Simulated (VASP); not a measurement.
# CuF (P6_3mc) in VASP: single point with HSE06

Aim: the single point of CuF with HSE06.

All numbers are computed with VASP 6.6.1; they aren't measurements. Logs are shortened: lines on timing, memory, paths and dates and some standing lists are left out, and cuts for length are marked.

### 1 The cell of the first run

Symmetry: P6_3mc, No. 186, hexagonal system. The conventional cell has a = 2.790 Å, b = 2.790 Å, c = 6.721 Å, α = 90.00°, β = 90.00°, γ = 120.00°. Cu (site symmetry 3m) has 4 F at 1.90 to 2.17 Å within 2.5 Å. F (site symmetry 3m) has 4 Cu at 1.90 to 2.17 Å within 2.5 Å.

### 2 Single point, HSE06

File POSCAR:

```
CuF
1.0
    2.7897758173      0.0000000000      0.0000000000
   -1.3948879087      2.4160167287      0.0000000000
    0.0000000000      0.0000000000      6.7211226191
Cu F
2 2
Direct
    0.3333333333      0.6666666667      0.0459865616
    0.6666666667      0.3333333333      0.5459865616
    0.3333333333      0.6666666667      0.3290134384
    0.6666666667      0.3333333333      0.8290134384
```

File INCAR.step1:

```
PREC = Accurate
ENCUT = 520
EDIFF = 1E-5
ISMEAR = -1
SIGMA = 0.02
LREAL = False
LASPH = True
NELM = 60
ALGO = Normal
ISIF = 2
LWAVE = True
LCHARG = False
NBANDS = 26
GGA = PE
```

File INCAR.step2:

```
PREC = Accurate
ENCUT = 520
EDIFF = 1E-7
ISMEAR = -1
SIGMA = 0.02
LREAL = False
LASPH = True
NELM = 60
ALGO = Normal
ISIF = 2
LWAVE = False
LCHARG = False
GGA = PE
LHFCALC = True
HFSCREEN = 0.2079
PRECFOCK = Normal
NBANDS = 26
ISTART = 1
```

File KPOINTS:

```
Automatic mesh
0
Gamma
  4 4 4
```

Potentials or basis: VASP PAW PBE potentials, release 64 (Cu, F).

Run with:

```bash
$ cat potpaw_PBE.64/Cu/POTCAR potpaw_PBE.64/F/POTCAR > POTCAR
$ cp INCAR.step1 INCAR
$ mpirun -np 1 vasp_std > vasp.out
$ cp INCAR.step2 INCAR
$ mpirun -np 1 vasp_std > vasp.out
```

OUTCAR:

```text
PREC = Accurate
   ENCUT = 520
   EDIFF = 1E-7
   ISMEAR = -1
   LREAL = False
   LASPH = True
   NELM = 60
   ISIF = 2
   GGA = PE
   LHFCALC = True
   HFSCREEN = 0.2079
   PRECFOCK = Normal
   ISTART = 1

 ion  position               nearest neighbor table
   1  0.333  0.667  0.046-   3 1.90   4 2.17   4 2.17   4 2.17
   2  0.667  0.333  0.546-   4 1.90   3 2.17   3 2.17   3 2.17
   3  0.333  0.667  0.329-   1 1.90   2 2.17   2 2.17   2 2.17
   4  0.667  0.333  0.829-   2 1.90   1 2.17   1 2.17   1 2.17

  LATTYP: Found a hexagonal cell.
 ALAT       =     2.7897758173
 C/A-ratio  =     2.4091981074

  Lattice vectors:

 A1 = (   2.7897758173,   0.0000000000,   0.0000000000)
 A2 = (  -1.3948879087,   2.4160167287,   0.0000000000)
 A3 = (   0.0000000000,   0.0000000000,   6.7211226191)

Analysis of symmetry for initial positions (statically):
=====================================================================
 Subroutine PRICEL returns:
 Original cell was already a primitive cell.

 Routine SETGRP: Setting up the symmetry group for a
 hexagonal supercell.

 Subroutine GETGRP returns: Found 12 space group operations
 (whereof  6 operations were pure point group operations)
 out of a pool of 24 trial point group operations.

The static configuration has the point symmetry C_3v.
 The point group associated with its full space group is C_6v.

Analysis of symmetry for dynamics (positions and initial velocities):
=====================================================================
 Subroutine PRICEL returns:
 Original cell was already a primitive cell.

 Routine SETGRP: Setting up the symmetry group for a
 hexagonal supercell.

 Subroutine GETGRP returns: Found 12 space group operations
 (whereof  6 operations were pure point group operations)
 out of a pool of 24 trial point group operations.

The dynamic configuration has the point symmetry C_3v.
 The point group associated with its full space group is C_6v.

 Subroutine INISYM returns: Found 12 space group operations
 (whereof  6 operations are pure point group operations),
 and found     1 'primitive' translations

----------------------------------------------------------------------------------------

                                     Primitive cell

  volume of cell :      45.3013

  direct lattice vectors                    reciprocal lattice vectors
     2.789775817  0.000000000  0.000000000     0.358451741  0.206952209  0.000000000
    -1.394887909  2.416016729  0.000000000     0.000000000  0.413904419  0.000000000
     0.000000000  0.000000000  6.721122619     0.000000000  0.000000000  0.148784668

  length of vectors
     2.789775817  2.789775817  6.721122619     0.413904419  0.413904419  0.148784668

  position of ions in fractional coordinates (direct lattice)
     0.333333333  0.666666667  0.045986562
     0.666666667  0.333333333  0.545986562
     0.333333333  0.666666667  0.329013438
     0.666666667  0.333333333  0.829013438

  ion indices of the primitive-cell ions
   primitive index   ion index
                 1           1
                 2           2
                 3           3
                 4           4

----------------------------------------------------------------------------------------

 KPOINTS: Automatic mesh

Automatic generation of k-mesh.
 Grid dimensions read from file:
 generate k-points for:    4    4    4

 Generating k-lattice:

  Cartesian coordinates                     Fractional coordinates (reciprocal lattice)
     0.089612935  0.051738052  0.000000000     0.250000000  0.000000000  0.000000000
     0.000000000  0.103476105  0.000000000     0.000000000  0.250000000  0.000000000
     0.000000000  0.000000000  0.037196167     0.000000000  0.000000000  0.250000000

  Length of vectors
     0.103476105  0.103476105  0.037196167

  Shift w.r.t. Gamma in fractional coordinates (k-lattice)
     0.000000000  0.000000000  0.000000000

 Subroutine IBZKPT returns following result:
 ===========================================

 Found     12 irreducible k-points:

 Following reciprocal coordinates:
            Coordinates               Weight
  0.000000  0.000000  0.000000      1.000000
  0.250000  0.000000  0.000000      6.000000
  0.500000  0.000000  0.000000      3.000000
  0.250000  0.250000  0.000000      6.000000
  0.000000  0.000000  0.250000      2.000000
  0.250000  0.000000  0.250000     12.000000
  0.500000  0.000000  0.250000      6.000000
  0.250000  0.250000  0.250000     12.000000
  0.000000  0.000000  0.500000      1.000000
  0.250000  0.000000  0.500000      6.000000
  0.500000  0.000000  0.500000      3.000000
  0.250000  0.250000  0.500000      6.000000
   k-points           NKPTS =     12   k-points in BZ     NKDIM =     64   number of bands    NBANDS=     26
   number of dos      NEDOS =    301   number of ions     NIONS =      4
   total plane-waves  NPLWV =  28800
   dimension x,y,z NGX =    24 NGY =   24 NGZ =   50
   dimension x,y,z NGXF=    48 NGYF=   48 NGZF=  100
   ions per type =               2   2
   NGX,Y,Z   is equivalent  to a cutoff of  14.30, 14.30, 12.37 a.u.
   NGXF,Y,Z  is equivalent  to a cutoff of  28.60, 28.60, 24.73 a.u.
 SYSTEM =  unknown system
   PREC   = accura    normal or accurate (medium, high low for compatibility)
   ISTART =      1    job   : 0-new  1-cont  2-samecut
   ICHARG =      0    charge: 1-file 2-atom 10-const
   ISPIN  =      1    spin polarized calculation?
   LNONCOLLINEAR =      F non collinear calculations
   LSORBIT =      F    spin-orbit coupling
   LASPH  =      T    aspherical Exc in radial PAW
   ENCUT  =  520.0 eV  38.22 Ry    6.18 a.u.   5.19  5.19 12.50*2*pi/ulx,y,z
   NELM   =     60;   NELMIN=  2; NELMDL=  0     # of ELM steps
   EDIFF  = 0.1E-06   stopping-criterion for ELM
   LREAL  =      F    real-space projection
   EDIFFG = 0.1E-05   stopping-criterion for IOM
   NSW    =      0    number of steps for IOM
   IBRION =     -1    ionic relax: 0-MD 1-quasi-New 2-CG
   NFREE  =      0    steps in history (QN), initial steepest desc. (CG)
   ISIF   =      2    stress and relaxation
   ISYM   =      3    0-nonsym 1-usesym 2-fastsym
   POTIM  = 0.5000    time-step for ionic-motion
   TEBEG  =    0.0;   TEEND  =   0.0 temperature during run
   PSTRESS=    0.0 pullay stress
   NELECT =      36.0000    total number of electrons
   NUPDOWN=      -1.0000    fix difference up-down
   EMIN   =  10.00;   EMAX   =-10.00  energy-range for DOS
   EFERMI =   0.00;   METHOD = LEGACY
   ISMEAR =    -1;   SIGMA  =   0.02  broadening in eV -4-tet -1-fermi 0-gaus
   EFERMI_NEDOS =   21; number of points for ismear=-14 and -15
   IALGO  =     38    algorithm
   IMIX   =      1    mixing-type and parameters
     AMIX     =   0.40;   BMIX     =  1.00
     AMIX_MAG =   1.60;   BMIX_MAG =  1.00
  volume/ion in A,a.u.               =      11.33        76.43
  Fermi-wavevector in a.u.,A,eV,Ry     =   1.516370  2.865525 31.284955  2.299379
  Thomas-Fermi vector in A             =   2.625769
   LORBIT       =      0    0 simple, 1 ext, 2 COOP (PROOUT), +10 PAW based schemes
   GGA     = PE    functional components
   LHFCALC =     T    Hartree Fock is set to
   PRECFOCK=normal    Normal, Fast or Accurate (Low or Medium for compatibility)
   ENCUT4O =  -1.0   cutoff for four orbital integrals eV
   NKREDX  =     1    reduce k-point grid by
   NKREDY  =     1    reduce k-point grid by
   NKREDZ  =     1    reduce k-point grid by
   AEXX    =    0.2500 exact exchange contribution
   HFSCREEN=    0.2079 screening length (either q_TF or 0.3 A-1)
   HFSCREENC=   0.2079 screening length for correlation (either q_TF or 0.3 A-1)
   ENCUTFOCK=  -1.0 apply spherical cutoff to Coloumb kernel
   IVDW    =     0    specifies the selected vdW correction
   LEPSILON=     F    determine dielectric tensor
   LRPA    =     F    only Hartree local field effects (RPA)
 non-spin polarized calculation
  energy-cutoff  :      520.00
  volume of cell :       45.30
 maximum number of plane-waves:      1237
 NGX is ok and might be reduce to    24
  NGX = 16; NGY = 16; NGZ = 40

 number of electron      35.9999973 magnetization

 Free energy of the ion-electron system (eV)
  ---------------------------------------------------
  ext. energy  EPLUGINS =         0.00000000
  ---------------------------------------------------
  free energy    TOTEN  =       -18.06257204 eV

  energy without entropy =      -18.06257204  energy(sigma->0) =      -18.06257204

 E-fermi :   3.0837     XC(G=0):  -9.0727

 val. band max:        2.6453534678   @ k =   0.2500   0.2500   0.0000
 cond. band min:       4.2798919347   @ k =   0.0000   0.0000   0.0000
 fundamental gap:      1.6345384669
 Fermi energy:         3.0836607310

 k-point     1 :       0.0000    0.0000    0.0000
  band No.  band energies     occupation
      1     -23.3814      2.00000
      2     -23.2362      2.00000
      3      -5.5956      2.00000
      4      -4.2659      2.00000
      5      -2.0667      2.00000
      6      -2.0667      2.00000
[... 18 lines left out ...]
     25      24.9580      0.00000
     26      25.5770      0.00000

 k-point     2 :       0.2500    0.0000    0.0000
  band No.  band energies     occupation
      1     -23.1165      2.00000
      2     -23.0128      2.00000
      3      -4.9046      2.00000
      4      -4.1013      2.00000
      5      -3.5044      2.00000
      6      -3.1597      2.00000
[... 18 lines left out ...]
     25      19.9784      0.00000
     26      21.2165      0.00000

 k-point     3 :       0.5000    0.0000    0.0000
  band No.  band energies     occupation
      1     -22.8279      2.00000
      2     -22.7865      2.00000
      3      -4.6299      2.00000
      4      -4.5557      2.00000
      5      -4.1023      2.00000
      6      -3.8387      2.00000
[... 224 lines left out ...]
 k-point    11 :       0.5000    0.0000    0.5000
  band No.  band energies     occupation
      1     -22.8075      2.00000
      2     -22.8075      2.00000
      3      -4.5855      2.00000
      4      -4.5855      2.00000
      5      -3.9977      2.00000
      6      -3.9977      2.00000
[... 18 lines left out ...]
     25      19.6391      0.00000
     26      19.6391      0.00000

 k-point    12 :       0.2500    0.2500    0.5000
  band No.  band energies     occupation
      1     -22.8092      2.00000
      2     -22.8092      2.00000
      3      -4.2825      2.00000
      4      -4.2825      2.00000
      5      -3.8578      2.00000
      6      -3.8578      2.00000
[... 18 lines left out ...]
     25      18.3920      0.00000
     26      18.3920      0.00000

------------------------ aborting loop because EDIFF is reached ----------------------------------------

  FORCE on cell =-STRESS in cart. coord.  units (eV):
  Direction    XX          YY          ZZ          XY          YZ          ZX
  --------------------------------------------------------------------------------------
  -------------------------------------------------------------------------------------
  Total        1.4289381      1.4289381      0.5581693     -0.0000000      0.0000000      0.0000000
  in kB       50.5374061     50.5374061     19.7408336     -0.0000000      0.0000000      0.0000000
  external PRESSURE =      40.2718820 kB  Pullay stress =       0.0000000 kB

 VOLUME and BASIS-vectors are now :
 -----------------------------------------------------------------------------
  energy-cutoff  :      520.00
  volume of cell :       45.30
      direct lattice vectors                 reciprocal lattice vectors
     2.789775817  0.000000000  0.000000000     0.358451741  0.206952209  0.000000000
    -1.394887909  2.416016729  0.000000000     0.000000000  0.413904419  0.000000000
     0.000000000  0.000000000  6.721122619     0.000000000  0.000000000  0.148784668

 POSITION                                       TOTAL-FORCE (eV/Angst)
 -----------------------------------------------------------------------------------
     -0.00000      1.61068      0.30908         0.000000     -0.000000     -0.103472
      1.39489      0.80534      3.66964        -0.000000      0.000000     -0.103472
     -0.00000      1.61068      2.21134         0.000000      0.000000      0.103472
      1.39489      0.80534      5.57190        -0.000000      0.000000      0.103472
 -----------------------------------------------------------------------------------
    total drift:                                0.000013      0.000005     -0.000802

  FREE ENERGIE OF THE ION-ELECTRON SYSTEM (eV)
  ---------------------------------------------------
  free  energy   TOTEN  =       -18.0625720374 eV

  energy  without entropy=      -18.0625720373  energy(sigma->0) =      -18.06257204
```

Wall time 31 min (1 thread of Intel Xeon Platinum 8259CL at 2.50GHz (Skylake/Cascade Lake), shared host); peak memory 0.28 GiB.

What came out:

- Free energy: -18.0626 eV
- Pressure: 4.0 GPa
- Largest force: 0.103 eV/Å
- Band gap on the k mesh: 1.63 eV (least direct gap 2.33 eV)

Forces on the atoms (eV/Å):
```
Cu   0.000  0.000 -0.103
Cu   0.000  0.000 -0.103
F    0.000  0.000  0.103
F    0.000  0.000  0.103
```

Caveat: the k points lie up to 0.65 Å⁻¹ apart; the structure was generated, so it needn't be the stable form of CuF; the PAW data sets were made with another functional, which shifts forces and pressure a little. A k mesh can miss the band edges.
